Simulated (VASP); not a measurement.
# BP (rocksalt type) (Fm-3m) in VASP: notebook

BP (rocksalt type) is run at these levels: PBEsol; tasks: density of states.

All numbers are computed with VASP 6.6.1; they aren't measurements. Logs are shortened: lines on timing, memory, paths and dates and some standing lists are left out, and cuts for length are marked.

### Step 1. The cell of the first run

It takes space group Fm-3m (No. 225, cubic). The conventional cell has a = 3.515 Å, b = 3.515 Å, c = 3.515 Å, α = 90.00°, β = 90.00°, γ = 90.00°. B (site symmetry m-3m) has 6 P at 1.76 Å within 2.3 Å. P (site symmetry m-3m) has 6 B at 1.76 Å within 2.3 Å.

### Step 2. Density of states, PBEsol (volume scaled by 0.55)

The input, POSCAR:

```
BP
1.0
    0.0000000000      1.7574065251      1.7574065251
    1.7574065251      0.0000000000      1.7574065251
    1.7574065251      1.7574065251      0.0000000000
B P
1 1
Direct
    0.0000000000      0.0000000000      0.0000000000
    0.5000000000      0.5000000000      0.5000000000
```

The input, INCAR.step1:

```
ALGO = Normal
EDIFF = 1E-6
ENCUT = 520
GGA = PS
ISIF = 2
ISMEAR = -1
LASPH = True
LCHARG = True
LREAL = False
LWAVE = False
NBANDS = 11
NELM = 60
PREC = Accurate
SIGMA = 0.1
```

The input, KPOINTS.step1:

```
k-points
0
Gamma
  15 15 15
```

The input, INCAR.step2:

```
ALGO = Normal
EDIFF = 1E-6
ENCUT = 520
GGA = PS
ICHARG = 11
ISIF = 2
ISMEAR = -5
LASPH = True
LCHARG = False
LORBIT = 11
LREAL = False
LWAVE = False
NBANDS = 11
NEDOS = 2001
NELM = 60
PREC = Accurate
SIGMA = 0.1
```

The input, KPOINTS.step2:

```
k-points
0
Gamma
  23 23 23
```

Potentials or basis: VASP PAW PBE potentials, release 64 (B, P).

On the command line:

```console
cat potpaw_PBE.64/B/POTCAR potpaw_PBE.64/P/POTCAR > POTCAR
cp INCAR.step1 INCAR
cp KPOINTS.step1 KPOINTS
mpirun -np 1 vasp_std > vasp.out
cp INCAR.step2 INCAR
cp KPOINTS.step2 KPOINTS
mpirun -np 1 vasp_std > vasp.out
```

OUTCAR:

```text
EDIFF = 1E-6
   ENCUT = 520
   GGA = PS
   ICHARG = 11
   ISIF = 2
   ISMEAR = -5
   LASPH = True
   LORBIT = 11
   LREAL = False
   NELM = 60
   PREC = Accurate

 ion  position               nearest neighbor table
   1  0.000  0.000  0.000-   2 1.76   2 1.76   2 1.76   2 1.76   2 1.76   2 1.76
   2  0.500  0.500  0.500-   1 1.76   1 1.76   1 1.76   1 1.76   1 1.76   1 1.76

  LATTYP: Found a face centered cubic cell.
 ALAT       =     3.5148130502

  Lattice vectors:

 A1 = (   0.0000000000,   1.7574065251,   1.7574065251)
 A2 = (   1.7574065251,   0.0000000000,   1.7574065251)
 A3 = (   1.7574065251,   1.7574065251,   0.0000000000)

Analysis of symmetry for initial positions (statically):
=====================================================================
 Subroutine PRICEL returns:
 Original cell was already a primitive cell.

 Routine SETGRP: Setting up the symmetry group for a
 face centered cubic supercell.

 Subroutine GETGRP returns: Found 48 space group operations
 (whereof 48 operations were pure point group operations)
 out of a pool of 48 trial point group operations.

The static configuration has the point symmetry O_h .

Analysis of symmetry for dynamics (positions and initial velocities):
=====================================================================
 Subroutine PRICEL returns:
 Original cell was already a primitive cell.

 Routine SETGRP: Setting up the symmetry group for a
 face centered cubic supercell.

 Subroutine GETGRP returns: Found 48 space group operations
 (whereof 48 operations were pure point group operations)
 out of a pool of 48 trial point group operations.

The dynamic configuration has the point symmetry O_h .

 Subroutine INISYM returns: Found 48 space group operations
 (whereof 48 operations are pure point group operations),
 and found     1 'primitive' translations

----------------------------------------------------------------------------------------

                                     Primitive cell

  volume of cell :      10.8554

  direct lattice vectors                    reciprocal lattice vectors
     0.000000000  1.757406525  1.757406525    -0.284510153  0.284510153  0.284510153
     1.757406525  0.000000000  1.757406525     0.284510153 -0.284510153  0.284510153
     1.757406525  1.757406525  0.000000000     0.284510153  0.284510153 -0.284510153

  length of vectors
     2.485348142  2.485348142  2.485348142     0.492786041  0.492786041  0.492786041

  position of ions in fractional coordinates (direct lattice)
     0.000000000  0.000000000  0.000000000
     0.500000000  0.500000000  0.500000000

[... 89 lines left out ...]
   NELECT =       8.0000    total number of electrons
   NUPDOWN=      -1.0000    fix difference up-down
   EMIN   =  10.00;   EMAX   =-10.00  energy-range for DOS
   EFERMI =   0.00;   METHOD = LEGACY
   ISMEAR =    -5;   SIGMA  =   0.10  broadening in eV -4-tet -1-fermi 0-gaus
   EFERMI_NEDOS =   21; number of points for ismear=-14 and -15
   IALGO  =     38    algorithm
   IMIX   =      4    mixing-type and parameters
     AMIX     =   0.40;   BMIX     =  1.00
     AMIX_MAG =   1.60;   BMIX_MAG =  1.00
  volume/ion in A,a.u.               =       5.43        36.63
  Fermi-wavevector in a.u.,A,eV,Ry     =   1.478731  2.794397 29.751128  2.186646
  Thomas-Fermi vector in A             =   2.592976
   LORBIT       =     11    0 simple, 1 ext, 2 COOP (PROOUT), +10 PAW based schemes
   GGA     = PS    functional components
   LHFCALC =     F    Hartree Fock is set to
   AEXX    =    0.0000 exact exchange contribution
   IVDW    =     0    specifies the selected vdW correction
   LEPSILON=     F    determine dielectric tensor
   LRPA    =     F    only Hartree local field effects (RPA)
 non-spin polarized calculation
 Fermi weights with tetrahedron method with Bloechl corrections
  energy-cutoff  :      520.00
  volume of cell :       10.86
 maximum number of plane-waves:       305

 number of electron       8.0000000 magnetization

 Free energy of the ion-electron system (eV)
  ---------------------------------------------------
  ext. energy  EPLUGINS =         0.00000000
  ---------------------------------------------------
  free energy    TOTEN  =        -6.51537877 eV

  energy without entropy =       -6.51537877  energy(sigma->0) =       -6.51537877

 E-fermi :  20.6791     XC(G=0): -14.8338

 val. band max:       20.8376358579   @ k =   0.0435   0.0000   0.0000
 cond. band min:      20.5619124139   @ k =  -0.3913   0.3913   0.0000
 fundamental gap:     -0.2757234440
 Fermi energy:        20.6790577801

 k-point     1 :       0.0000    0.0000    0.0000
  band No.  band energies     occupation
      1      -4.7408      2.00000
      2      20.9236      0.87207
      3      20.9236     -0.13692
      4      20.9236      0.00000
      5      27.4907      0.00000
      6      27.4907      0.00000
      7      27.4907      0.00000
      8      34.3862      0.00000
      9      34.3862      0.00000
     10      35.2371      0.00000
     11      35.2371      0.00000
[... 309 lines left out ...]
 k-point    24 :      -0.4783    0.0435    0.0000
  band No.  band energies     occupation
      1       2.3346      2.00000
      2       3.9019      2.00000
      3      18.6213      2.00000
      4      18.8741      2.00000
      5      23.1073      0.00000
      6      23.4051      0.00000
      7      30.4634      0.00000
      8      32.2985      0.00000
      9      40.5299      0.00000
     10      40.6336      0.00000
     11      43.9483      0.00000

 [... further k-points ...]
[... 5 lines left out ...]
  --------------------------------------------------------------------------------------
  -------------------------------------------------------------------------------------
  Total       19.7978463     19.7978463     19.7978463     -0.0000000      0.0000000     -0.0000000
  in kB     2922.0109029   2922.0109029   2922.0109029     -0.0000000      0.0000000     -0.0000000
  external PRESSURE =    2922.0109029 kB  Pullay stress =       0.0000000 kB

 VOLUME and BASIS-vectors are now :
 -----------------------------------------------------------------------------
  energy-cutoff  :      520.00
  volume of cell :       10.86
      direct lattice vectors                 reciprocal lattice vectors
     0.000000000  1.757406525  1.757406525    -0.284510153  0.284510153  0.284510153
     1.757406525  0.000000000  1.757406525     0.284510153 -0.284510153  0.284510153
     1.757406525  1.757406525  0.000000000     0.284510153  0.284510153 -0.284510153

 POSITION                                       TOTAL-FORCE (eV/Angst)
 -----------------------------------------------------------------------------------
      0.00000      0.00000      0.00000         0.000000      0.000000      0.000000
      1.75741      1.75741      1.75741         0.000000      0.000000     -0.000000
 -----------------------------------------------------------------------------------
    total drift:                               -0.000000      0.000000      0.000000

  FREE ENERGIE OF THE ION-ELECTRON SYSTEM (eV)
  ---------------------------------------------------
  free  energy   TOTEN  =        -6.5153787705 eV

  energy  without entropy=       -6.5153787705  energy(sigma->0) =       -6.51537877

 total charge

# of ion       s       p       d       tot
------------------------------------------
    1        0.860   2.089   0.000   2.949
    2        1.004   1.751   0.000   2.755
--------------------------------------------------
tot          1.864   3.840   0.000   5.704
```

OUTCAR.step1:

```text
EDIFF = 1E-6
   ENCUT = 520
   GGA = PS
   ISIF = 2
   ISMEAR = -1
[... 556 lines left out ...]
 -----------------------------------------------------------------------------------
      0.00000      0.00000      0.00000         0.000000      0.000000     -0.000000
      1.75741      1.75741      1.75741        -0.000000     -0.000000      0.000000
 -----------------------------------------------------------------------------------
    total drift:                               -0.000000      0.000000      0.000000

  FREE ENERGIE OF THE ION-ELECTRON SYSTEM (eV)
  ---------------------------------------------------
  free  energy   TOTEN  =        -6.5239524024 eV

  energy  without entropy=       -6.5119145319  energy(sigma->0) =       -6.51793347
```

OSZICAR.step1:

```text
N       E                     dE             d eps       ncg     rms          rms(c)
DAV:   1     0.157706422668E+02    0.15771E+02   -0.46993E+03  2680   0.715E+02
DAV:   2    -0.733106551992E+01   -0.23102E+02   -0.22317E+02  3437   0.136E+02
DAV:   3    -0.775581252077E+01   -0.42475E+00   -0.42212E+00  3277   0.144E+01
DAV:   4    -0.775638169680E+01   -0.56918E-03   -0.56908E-03  3089   0.573E-01
DAV:   5    -0.775638237697E+01   -0.68018E-06   -0.68216E-06  3121   0.190E-02    0.174E+01
DAV:   6    -0.668636515859E+01    0.10700E+01   -0.16380E+00  3059   0.742E+00    0.893E+00
DAV:   7    -0.653037929909E+01    0.15599E+00   -0.50835E-01  3135   0.407E+00    0.179E+00
DAV:   8    -0.652429904747E+01    0.60803E-02   -0.85829E-03  2915   0.698E-01    0.402E-01
DAV:   9    -0.652395478256E+01    0.34426E-03   -0.18313E-04  3110   0.101E-01    0.969E-02
DAV:  10    -0.652395272452E+01    0.20580E-05   -0.12306E-05  3019   0.202E-02    0.213E-02
DAV:  11    -0.652395240237E+01    0.32215E-06   -0.11999E-06  1681   0.728E-03
   1 F= -.65239524E+01 E0= -.65179335E+01  d E =-.120379E-01
```

Run time: 22 s. Hardware: 1 thread of Intel Xeon 6975P-C, shared host; peak memory 0.15 GiB.

Results:

```yaml
Valence_electrons_inside_the_program's_atomic_spheres: B 2.95; P 2.75
```

Caveat: the PAW data sets were made with another functional, which shifts forces and pressure a little; tetrahedron occupations give inexact forces and stress in metals.

### Step 3. Density of states, PBEsol (volume scaled by 0.8)

The input, POSCAR:

```
BP
1.0
    0.0000000000      1.9911990072      1.9911990072
    1.9911990072      0.0000000000      1.9911990072
    1.9911990072      1.9911990072      0.0000000000
B P
1 1
Direct
    0.0000000000      0.0000000000      0.0000000000
    0.5000000000      0.5000000000      0.5000000000
```

The input, INCAR.step1:

```
SYSTEM = BP
ALGO = Normal
EDIFF = 1E-6
ENCUT = 520
GGA = PS
ISIF = 2
ISMEAR = -1
LASPH = .TRUE.
LCHARG = .TRUE.
LREAL = .FALSE.
LWAVE = .FALSE.
NBANDS = 11
NELM = 60
PREC = Accurate
SIGMA = 0.1
```

The input, KPOINTS.step1:

```
k-points
0
G
  15 15 15
  0 0 0
```

The input, INCAR.step2:

```
SYSTEM = BP
ALGO = Normal
EDIFF = 1E-6
ENCUT = 520
GGA = PS
ICHARG = 11
ISIF = 2
ISMEAR = -5
LASPH = .TRUE.
LCHARG = .FALSE.
LORBIT = 10
LREAL = .FALSE.
LWAVE = .FALSE.
NEDOS = 1001
NELM = 60
PREC = Accurate
SIGMA = 0.1
```

The input, KPOINTS.step2:

```
k-points
0
G
  23 23 23
  0 0 0
```

Potentials or basis: VASP PAW PBE potentials, release 64 (B, P).

On the command line:

```console
cat potpaw_PBE.64/B/POTCAR potpaw_PBE.64/P/POTCAR > POTCAR
cp INCAR.step1 INCAR
cp KPOINTS.step1 KPOINTS
mpirun -np 1 vasp_std > vasp.out
cp INCAR.step2 INCAR
cp KPOINTS.step2 KPOINTS
mpirun -np 1 vasp_std > vasp.out
```

Wall time 24 s (1 thread of Intel Xeon 6975P-C, shared host); peak memory 0.17 GiB.

It converged, with:

| Property | Result |
| --- | --- |
| Valence electrons inside the program's atomic spheres | B 2.11; P 2.52 |

Levels at points of the mesh, in eV from the Fermi level:
| k point | band 1 | band 2 | band 3 | band 4 | band 5 | band 6 | band 7 | band 8 |
| --- | --- | --- | --- | --- | --- | --- | --- | --- |
| (0.00, 0.00, 0.00) | -19.93 | 0.03 | 0.03 | 0.03 | 7.52 | 7.52 | 7.52 | 10.54 |

Caveat: the PAW data sets were made with another functional, which shifts forces and pressure a little; tetrahedron occupations give inexact forces and stress in metals.
